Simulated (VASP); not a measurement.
# Si2Mo (I4/mmm) in VASP: a series of runs

Aim: see how the results for Si2Mo move with the level of theory and the settings. Levels: LDA, PBE+D4, revPBE. Tasks: single point.

Everything below comes from runs of VASP 6.6.1. Logs are shortened: lines on timing, memory, paths and dates and some standing lists are left out, and cuts for length are marked.

## 1. The cell of the first run

Symmetry: I4/mmm, No. 139, tetragonal system. Conventional cell: a = 3.161 Å, b = 3.161 Å, c = 7.751 Å, α = 90.00°, β = 90.00°, γ = 90.00°. Within 3.4 Å of Si (site symmetry 4mm) lie 9 Si at 2.55 to 3.16 Å and 5 Mo at 2.57 to 2.60 Å. Mo (site symmetry 4/mmm) has 10 Si at 2.57 to 2.60 Å and 4 Mo at 3.16 Å within 3.4 Å.

## 2. Single point, LDA (12.91 Å³/atom)

Input file INCAR:

```
SYSTEM = Si2Mo
ALGO     = Normal         ! electronic algorithm
EDIFF    = 1E-7           ! SCF threshold, eV
ENCUT    = 520            ! plane-wave cutoff, eV
GGA      = CA             ! functional
ISIF     = 2              ! what is computed and relaxed
ISMEAR   = 0              ! smearing method
LASPH    = .TRUE.         ! aspherical terms in the spheres
LCHARG   = .TRUE.         ! write CHGCAR
LELF     = .TRUE.         ! ELF
LREAL    = .FALSE.        ! projectors in reciprocal space
LVHAR    = .TRUE.       
LWAVE    = .FALSE.        ! write WAVECAR
NBANDS   = 18             ! bands
NELM     = 80             ! most SCF steps
PREC     = Accurate       ! precision mode
SIGMA    = 0.05           ! smearing width, eV
```

Input file KPOINTS:

```
k-points
0
G
  10 10 10
  0 0 0
```

Input file POSCAR:

```
Si2Mo
1.0
   -1.5807093074      1.5807093074      3.8753650194
    1.5807093074     -1.5807093074      3.8753650194
    1.5807093074      1.5807093074     -3.8753650194
Si Mo
2 1
Direct
    0.3354788425      0.3354788425      0.0000000000
    0.6645211575      0.6645211575      0.0000000000
    0.0000000000      0.0000000000      0.0000000000
```

Potentials or basis: VASP PAW LDA potentials, release 64 (Si, Mo_sv).

The run is started by

```bash
> cat potpaw_LDA.64/Si/POTCAR potpaw_LDA.64/Mo_sv/POTCAR > POTCAR
> mpirun -np 1 vasp_std > vasp.out
```

OUTCAR:

```text
SYSTEM = Si2Mo
   EDIFF = 1E-7
   ENCUT = 520
   GGA = CA
   ISIF = 2
   ISMEAR = 0
   LASPH = .TRUE.
   LREAL = .FALSE.
   NELM = 80
   PREC = Accurate

 ion  position               nearest neighbor table
   1  0.335  0.335  0.000-   2 2.55   3 2.57   3 2.57   3 2.57   3 2.57   2 2.60   2 2.60   2 2.60
                             2 2.60   3 2.60
   2  0.665  0.665  0.000-   1 2.55   3 2.57   3 2.57   3 2.57   3 2.57   1 2.60   1 2.60   1 2.60
                             1 2.60   3 2.60
   3  0.000  0.000  0.000-   2 2.57   2 2.57   1 2.57   1 2.57   2 2.57   2 2.57   1 2.57   1 2.57
                             1 2.60   2 2.60

  LATTYP: Found a body centered tetragonal cell.
 ALAT       =     3.1614186148
 C/A-ratio  =     2.4516620490

  Lattice vectors:

 A1 = (  -1.5807093074,   1.5807093074,   3.8753650194)
 A2 = (   1.5807093074,  -1.5807093074,   3.8753650194)
 A3 = (   1.5807093074,   1.5807093074,  -3.8753650194)

Analysis of symmetry for initial positions (statically):
=====================================================================
 Subroutine PRICEL returns:
 Original cell was already a primitive cell.

 Routine SETGRP: Setting up the symmetry group for a
 body centered tetragonal supercell.

 Subroutine GETGRP returns: Found 16 space group operations
 (whereof 16 operations were pure point group operations)
 out of a pool of 16 trial point group operations.

The static configuration has the point symmetry D_4h.

Analysis of symmetry for dynamics (positions and initial velocities):
=====================================================================
 Subroutine PRICEL returns:
 Original cell was already a primitive cell.

 Routine SETGRP: Setting up the symmetry group for a
 body centered tetragonal supercell.

 Subroutine GETGRP returns: Found 16 space group operations
 (whereof 16 operations were pure point group operations)
 out of a pool of 16 trial point group operations.

The dynamic configuration has the point symmetry D_4h.

 Subroutine INISYM returns: Found 16 space group operations
 (whereof 16 operations are pure point group operations),
 and found     1 'primitive' translations

----------------------------------------------------------------------------------------

                                     Primitive cell

  volume of cell :      38.7326

  direct lattice vectors                    reciprocal lattice vectors
    -1.580709307  1.580709307  3.875365019     0.000000000  0.316313694  0.129020105
     1.580709307 -1.580709307  3.875365019     0.316313694  0.000000000  0.129020105
     1.580709307  1.580709307 -3.875365019     0.316313694  0.316313694  0.000000000

  length of vectors
     4.473895156  4.473895156  4.473895156     0.341614608  0.341614608  0.447335116

  position of ions in fractional coordinates (direct lattice)
     0.335478843  0.335478843  0.000000000
     0.664521157  0.664521157  0.000000000
     0.000000000  0.000000000  0.000000000

  ion indices of the primitive-cell ions
   primitive index   ion index
                 1           1
                 2           2
                 3           3

----------------------------------------------------------------------------------------

 KPOINTS: k-points

Automatic generation of k-mesh.
 Grid dimensions read from file:
 generate k-points for:   10   10   10

 Generating k-lattice:

  Cartesian coordinates                     Fractional coordinates (reciprocal lattice)
     0.000000000  0.031631369  0.012902010     0.100000000 -0.000000000  0.000000000
     0.031631369  0.000000000  0.012902010    -0.000000000  0.100000000  0.000000000
     0.031631369  0.031631369  0.000000000     0.000000000  0.000000000  0.100000000

  Length of vectors
     0.034161461  0.034161461  0.044733512

  Shift w.r.t. Gamma in fractional coordinates (k-lattice)
     0.000000000  0.000000000  0.000000000

 Subroutine IBZKPT returns following result:
 ===========================================

 Found    102 irreducible k-points:

 Following reciprocal coordinates:
[... 52 lines left out ...]
      4     -21.8018      2.00000
      5      -0.1409      2.00000
      6       6.1045      2.00000
[... 10 lines left out ...]
     17      19.2500      0.00000
     18      20.9422      0.00000

 k-point     4 :       0.3000   -0.0000    0.0000
  band No.  band energies     occupation
      1     -47.5274      2.00000
      2     -22.0114      2.00000
      3     -21.9018      2.00000
      4     -21.7929      2.00000
      5       0.7258      2.00000
      6       5.4819      2.00000
[... 10 lines left out ...]
     17      20.1259      0.00000
     18      21.9538      0.00000

 k-point     5 :       0.4000   -0.0000    0.0000
  band No.  band energies     occupation
      1     -47.5217      2.00000
      2     -22.0858      2.00000
      3     -21.8960      2.00000
      4     -21.7856      2.00000
      5       1.8392      2.00000
      6       4.3760      2.00000
[... 10 lines left out ...]
     17      19.6284      0.00000
     18      21.0781      0.00000

 k-point     6 :       0.5000   -0.0000    0.0000
  band No.  band energies     occupation
      1     -47.5195      2.00000
      2     -22.1140      2.00000
      3     -21.8937      2.00000
      4     -21.7829      2.00000
      5       3.0269      2.00000
      6       3.1788      2.00000
[... 307 lines left out ...]
 k-point    21 :      -0.3000    0.2000   -0.0000
  band No.  band energies     occupation
      1     -47.5198      2.00000
      2     -21.9970      2.00000
      3     -21.8940      2.00000
      4     -21.8882      2.00000
      5       1.0717      2.00000
      6       6.3619      2.00000
[... 10 lines left out ...]
     17      18.6033      0.00000
     18      20.6058      0.00000

 k-point    22 :      -0.2000    0.2000    0.0000
  band No.  band energies     occupation
      1     -47.5268      2.00000
      2     -21.9110      2.00000
      3     -21.8996      2.00000
      4     -21.8966      2.00000
      5       0.3461      2.00000
      6       7.0139      2.00000
[... 10 lines left out ...]
     17      19.6544      0.00000
     18      20.5939      0.00000

 k-point    23 :       0.3000    0.3000    0.0000
  band No.  band energies     occupation
      1     -47.5128      2.00000
      2     -21.9885      2.00000
      3     -21.9798      2.00000
      4     -21.8856      2.00000
      5       2.3686      2.00000
      6       4.7892      2.00000
[... 10 lines left out ...]
     17      19.8700      0.00000
     18      21.4561      0.00000

 k-point    24 :       0.4000    0.3000    0.0000
  band No.  band energies     occupation
      1     -47.5073      2.00000
      2     -22.0555      2.00000
      3     -21.9735      2.00000
      4     -21.8769      2.00000
      5       3.2591      2.00000
      6       4.3194      2.00000
[... 10 lines left out ...]
     17      19.9274      0.00000
     18      21.9786      0.00000

 [... further k-points ...]

------------------------ aborting loop because EDIFF is reached ----------------------------------------

  FORCE on cell =-STRESS in cart. coord.  units (eV):
  Direction    XX          YY          ZZ          XY          YZ          ZX
  --------------------------------------------------------------------------------------
  -------------------------------------------------------------------------------------
  Total        0.8401570      0.8401570      0.8059201      0.0000000      0.0000000      0.0000000
  in kB       34.7531669     34.7531669     33.3369554      0.0000000      0.0000000      0.0000000
  external PRESSURE =      34.2810964 kB  Pullay stress =       0.0000000 kB

 VOLUME and BASIS-vectors are now :
 -----------------------------------------------------------------------------
  energy-cutoff  :      520.00
  volume of cell :       38.73
      direct lattice vectors                 reciprocal lattice vectors
    -1.580709307  1.580709307  3.875365019     0.000000000  0.316313694  0.129020105
     1.580709307 -1.580709307  3.875365019     0.316313694  0.000000000  0.129020105
     1.580709307  1.580709307 -3.875365019     0.316313694  0.316313694  0.000000000

 POSITION                                       TOTAL-FORCE (eV/Angst)
 -----------------------------------------------------------------------------------
      0.00000      0.00000      2.60021         0.000000      0.000000     -0.044342
      0.00000      0.00000      5.15052        -0.000000     -0.000000      0.044342
      0.00000      0.00000      0.00000        -0.000000     -0.000000      0.000000
 -----------------------------------------------------------------------------------
    total drift:                               -0.000000     -0.000000     -0.000000

  FREE ENERGIE OF THE ION-ELECTRON SYSTEM (eV)
  ---------------------------------------------------
  free  energy   TOTEN  =       -25.8120268065 eV

  energy  without entropy=      -25.8115547817  energy(sigma->0) =      -25.81179079
```

Wall time 2.2 min (1 thread of Intel Xeon 8259CL, shared host); peak memory 0.21 GiB.

Results:

* Free energy: -25.8120 eV
* Pressure: 3.4 GPa
* Largest force: 0.044 eV/Å
* Band gap on the k mesh: zero (bands 11 and 12 overlap by 0.93 eV)

Forces in eV/Å, atoms in the order of the input:
```
Si   0.000  0.000 -0.044
Si   0.000  0.000  0.044
Mo   0.000  0.000  0.000
```

Levels at points of the mesh, in eV from the Fermi level:
| k point | band 8 | band 9 | band 10 | band 11 | band 12 | band 13 | band 14 | band 15 |
| --- | --- | --- | --- | --- | --- | --- | --- | --- |
| (0.00, 0.00, 0.00) | -3.19 | -2.62 | -2.62 | 0.47 | 3.22 | 3.45 | 3.69 | 3.69 |
| (0.50, 0.00, 0.00) | -4.47 | -2.63 | -2.61 | -0.46 | 2.44 | 3.26 | 4.34 | 4.41 |
| (0.50, 0.50, 0.00) | -5.08 | -4.47 | -3.12 | -1.09 | 2.49 | 2.95 | 3.37 | 3.56 |
| (0.50, 0.50, 0.50) | -2.21 | -0.53 | -0.53 | -0.36 | -0.36 | 0.62 | 4.92 | 5.53 |

Caveat: the cell stands under pressure.

## 3. Single point, LDA (13.06 Å³/atom)

This run uses another cell than the first one, of 13.06 Å³/atom.

Input file INCAR:

```
SYSTEM = Si2Mo
PREC     = Accurate       ! precision mode
ENCUT    = 520            ! plane-wave cutoff, eV
EDIFF    = 1E-7           ! SCF threshold, eV
ISMEAR   = 0              ! smearing method
SIGMA    = 0.05           ! smearing width, eV
LREAL    = .FALSE.        ! projectors in reciprocal space
LASPH    = .TRUE.         ! aspherical terms in the spheres
NELM     = 100            ! most SCF steps
ALGO     = Normal         ! electronic algorithm
ISIF     = 2              ! what is computed and relaxed
LWAVE    = .FALSE.        ! write WAVECAR
LCHARG   = .TRUE.         ! write CHGCAR
LELF     = .TRUE.         ! ELF
LVHAR    = .TRUE.       
NBANDS   = 18             ! bands
```

Input file KPOINTS:

```
Automatic mesh
0
G
  10 10 10
  0 0 0
```

Input file POSCAR:

```
Si2Mo
1.0
   -1.5876135426      1.5876135426      3.8873496263
    1.5876135426     -1.5876135426      3.8873496263
    1.5876135426      1.5876135426     -3.8873496263
Si Mo
2 1
Direct
    0.3354608797      0.3354608797      0.0000000000
    0.6645391203      0.6645391203      0.0000000000
    0.0000000000      0.0000000000      0.0000000000
```

Potentials or basis: VASP PAW LDA potentials, release 64 (Si, Mo_sv).

The run is started by

```bash
> cat potpaw_LDA.64/Si/POTCAR potpaw_LDA.64/Mo_sv/POTCAR > POTCAR
> mpirun -np 1 vasp_std > vasp.out
```

Wall time 2.3 min (1 thread of Intel Xeon 8259CL, shared host); peak memory 0.21 GiB.

Results (log left out):

```yaml
Free_energy: -25.8180 eV
Pressure: 0.7 GPa
Largest_force: 0.013 eV/Å
Band_gap_on_the_k_mesh: zero (bands 11 and 12 overlap by 0.93 eV)
```

Forces on the atoms (eV/Å):
```
Si   0.000  0.000 -0.013
Si   0.000  0.000  0.013
Mo   0.000  0.000  0.000
```

Levels at points of the mesh, in eV from the Fermi level:
```tsv
k point	band 7	band 8	band 9	band 10	band 11	band 12	band 13	band 14	band 15	band 16
(0.00, 0.00, 0.00)	-3.27	-3.13	-2.59	-2.59	0.46	3.27	3.37	3.65	3.65	4.29
(0.50, 0.00, 0.00)	-4.98	-4.44	-2.58	-2.58	-0.45	2.39	3.23	4.32	4.33	5.65
(0.50, 0.50, 0.00)	-5.60	-5.09	-4.43	-3.07	-1.09	2.45	2.90	3.33	3.54	4.91
(0.50, 0.50, 0.50)	-3.61	-2.17	-0.52	-0.52	-0.37	-0.37	0.61	4.90	5.39	6.21
```

## 4. Single point, PBE+D4 (13.09 Å³/atom)

This run uses another cell than the first one, of 13.09 Å³/atom.

Input file INCAR:

```
SYSTEM = Si2Mo
PREC     = Accurate       ! precision mode
ENCUT    = 520            ! plane-wave cutoff, eV
EDIFF    = 1E-6           ! SCF threshold, eV
ISMEAR   = 0              ! smearing method
SIGMA    = 0.05           ! smearing width, eV
LREAL    = .FALSE.        ! projectors in reciprocal space
LASPH    = .TRUE.         ! aspherical terms in the spheres
NELM     = 60             ! most SCF steps
ALGO     = Normal         ! electronic algorithm
ISIF     = 2              ! what is computed and relaxed
LWAVE    = .FALSE.        ! write WAVECAR
LCHARG   = .FALSE.        ! write CHGCAR
GGA      = PE             ! functional
IVDW     = 13             ! dispersion correction
NBANDS   = 18             ! bands
```

KPOINTS is that of step 3.

Input file POSCAR:

```
Si2Mo
1.0
   -1.5883324014      1.5883324014      3.8928312323
    1.5883324014     -1.5883324014      3.8928312323
    1.5883324014      1.5883324014     -3.8928312323
Si Mo
2 1
Direct
    0.3348387804      0.3348387804      0.0000000000
    0.6651612196      0.6651612196      0.0000000000
    0.0000000000      0.0000000000      0.0000000000
```

Potentials or basis: VASP PAW PBE potentials, release 64 (Si, Mo_sv).

The run is started by

```bash
> cat potpaw_PBE.64/Si/POTCAR potpaw_PBE.64/Mo_sv/POTCAR > POTCAR
> mpirun -np 1 vasp_std > vasp.out
```

Wall time 2.5 min (1 thread of Intel Xeon 8259CL, shared host); peak memory 0.24 GiB.

It converged, with:

```
Free energy                : -24.9187 eV
Pressure                   : 1.8 GPa
Largest force              : 0.006 eV/Å
Band gap on the k mesh     : zero (bands 11 and 12 overlap by 0.96 eV)
Dispersion energy per atom : -0.565 eV
```

Forces on the atoms (eV/Å):
```
Si   0.000  0.000 -0.006
Si   0.000  0.000  0.006
Mo   0.000  0.000  0.000
```

Levels at points of the mesh, in eV from the Fermi level:
```
           k point  band 7  band 8  band 9  band 10  band 11  band 12  band 13  band 14  band 15  band 16
(0.00, 0.00, 0.00)   -3.31   -3.08   -2.61    -2.61     0.46     3.17     3.36     3.67     3.67     4.28
(0.50, 0.00, 0.00)   -4.97   -4.49   -2.58    -2.56    -0.46     2.42     3.21     4.32     4.34     5.61
(0.50, 0.50, 0.00)   -5.68   -5.13   -4.46    -3.08    -1.13     2.48     2.91     3.29     3.48     4.87
(0.50, 0.50, 0.50)   -3.58   -2.19   -0.52    -0.52    -0.41    -0.41     0.60     4.89     5.49     6.11
```

## 5. Single point, PBE+D4 (13.19 Å³/atom)

This run uses another cell than the first one, of 13.19 Å³/atom.

Input file INCAR:

```
SYSTEM = Si2Mo
ALGO = Normal ; EDIFF = 1E-7
ENCUT = 520 ; GGA = PE
ISIF = 2 ; ISMEAR = 0
IVDW = 13 ; LASPH = .TRUE.
LCHARG = .FALSE. ; LREAL = .FALSE.
LWAVE = .FALSE. ; NBANDS = 18
NELM = 100 ; PREC = Accurate
SIGMA = 0.05
```

Input file KPOINTS:

```
k-points
0
G
  10 10 10
  0 0 0
```

Input file POSCAR:

```
Si2Mo
1.0
   -1.5926665504      1.5926665504      3.9002997943
    1.5926665504     -1.5926665504      3.9002997943
    1.5926665504      1.5926665504     -3.9002997943
Si Mo
2 1
Direct
    0.3349095674      0.3349095674      0.0000000000
    0.6650904326      0.6650904326      0.0000000000
    0.0000000000      0.0000000000      0.0000000000
```

The run is started by

```bash
> cat potpaw_PBE.64/Si/POTCAR potpaw_PBE.64/Mo_sv/POTCAR > POTCAR
> mpirun -np 1 vasp_std > vasp.out
```

Run time: 2.6 min. Hardware: 1 thread of Intel Xeon 8259CL, shared host; peak memory 0.24 GiB.

It converged, with:

```yaml
Free_energy: -24.9206 eV
Pressure: 0.2 GPa
Band_gap_on_the_k_mesh: zero (bands 11 and 12 overlap by 0.96 eV)
Dispersion_energy_per_atom: -0.561 eV
```

Levels at points of the mesh, in eV from the Fermi level:
| k point | band 8 | band 9 | band 10 | band 11 | band 12 | band 13 | band 14 | band 15 |
| --- | --- | --- | --- | --- | --- | --- | --- | --- |
| (0.00, 0.00, 0.00) | -3.04 | -2.59 | -2.59 | 0.46 | 3.20 | 3.32 | 3.65 | 3.65 |
| (0.50, 0.00, 0.00) | -4.46 | -2.55 | -2.55 | -0.45 | 2.40 | 3.20 | 4.27 | 4.33 |
| (0.50, 0.50, 0.00) | -5.13 | -4.43 | -3.04 | -1.13 | 2.45 | 2.88 | 3.28 | 3.47 |
| (0.50, 0.50, 0.50) | -2.17 | -0.51 | -0.51 | -0.41 | -0.41 | 0.60 | 4.88 | 5.40 |

## 6. Single point, revPBE (13.16 Å³/atom)

This run uses another cell than the first one, of 13.16 Å³/atom.

Input file INCAR:

```
ALGO = Normal
EDIFF = 1E-6
ENCUT = 520
GGA = RE
ISIF = 2
ISMEAR = 0
LASPH = True
LCHARG = False
LREAL = False
LWAVE = False
NBANDS = 18
NELM = 60
PREC = Accurate
SIGMA = 0.05
```

Input file KPOINTS:

```
k-points
0
Gamma
  10 10 10
```

Input file POSCAR:

```
Si2Mo
1.0
   -1.5907158157      1.5907158157      3.9008730893
    1.5907158157     -1.5907158157      3.9008730893
    1.5907158157      1.5907158157     -3.9008730893
Si Mo
2 1
Direct
    0.3347140003      0.3347140003      0.0000000000
    0.6652859997      0.6652859997      0.0000000000
    0.0000000000      0.0000000000      0.0000000000
```

Potentials or basis: VASP PAW PBE potentials, release 64 (Si, Mo_sv).

The run is started by

```bash
> cat potpaw_PBE.64/Si/POTCAR potpaw_PBE.64/Mo_sv/POTCAR > POTCAR
> mpirun -np 1 vasp_std > vasp.out
```

It took 2.2 min on 1 thread of Intel Xeon 8259CL, shared host; peak memory 0.24 GiB.

Results (log left out):

* Free energy: -22.2914 eV
* Pressure: 8.8 GPa
* Largest force: 0.009 eV/Å
* Band gap on the k mesh: zero (bands 11 and 12 overlap by 0.96 eV)

Forces on the atoms (eV/Å):
```
Si   0.000  0.000 -0.009
Si   0.000  0.000  0.009
Mo   0.000  0.000  0.000
```

Stress tensor (GPa, compression positive):
```
8.85 0.00 0.00
0.00 8.85 0.00
0.00 0.00 8.72
```

Levels at points of the mesh, in eV from the Fermi level:
```
           k point  band 9  band 10  band 11  band 12  band 13  band 14
(0.00, 0.00, 0.00)   -2.60    -2.60     0.46     3.14     3.35     3.67
(0.50, 0.00, 0.00)   -2.57    -2.55    -0.46     2.41     3.20     4.30
(0.50, 0.50, 0.00)   -4.45    -3.07    -1.14     2.47     2.90     3.27
(0.50, 0.50, 0.50)   -0.52    -0.52    -0.41    -0.41     0.60     4.88
```

Caveat: the cell stands under pressure; the PAW data sets were made with another functional, which shifts forces and pressure a little.

## 7. The runs side by side

| level | potentials or basis | cell | gap on the mesh (eV) | pressure (GPa) | largest force (eV/Å) |
| --- | --- | --- | --- | --- | --- |
| LDA | VASP PAW LDA potentials, release 64 (Si, Mo_sv) | a = 4.474 Å, angles 138.6, 138.6, 60.0°, 3 atoms, atomic positions A | none | 3.4 | 0.04 |
| LDA | VASP PAW LDA potentials, release 64 (Si, Mo_sv) | a = 4.489 Å, angles 138.6, 138.6, 60.0°, 3 atoms, atomic positions A | none | 0.7 | 0.01 |
| PBE+D4 | VASP PAW PBE potentials, release 64 (Si, Mo_sv) | a = 4.494 Å, angles 138.6, 138.6, 60.0°, 3 atoms, atomic positions B | none | 1.8 | 0.01 |
| PBE+D4 | VASP PAW PBE potentials, release 64 (Si, Mo_sv) | a = 4.504 Å, angles 138.6, 138.6, 60.0°, 3 atoms, atomic positions B | none | 0.2 | - |
| revPBE | VASP PAW PBE potentials, release 64 (Si, Mo_sv) | a = 4.503 Å, angles 138.6, 138.6, 59.9°, 3 atoms, atomic positions C | none | 8.8 | 0.01 |

Alike in all rows: task single point; no spin polarisation; k mesh 10 × 10 × 10; cutoff (eV) 520; smearing gaussian 0.05 eV.

Caveats: the cell stands under pressure (at least some runs); the PAW data sets were made with another functional, which shifts forces and pressure a little (at least some runs).

Total energies depend on the potentials used, so only differences within one code and one set of settings carry meaning.
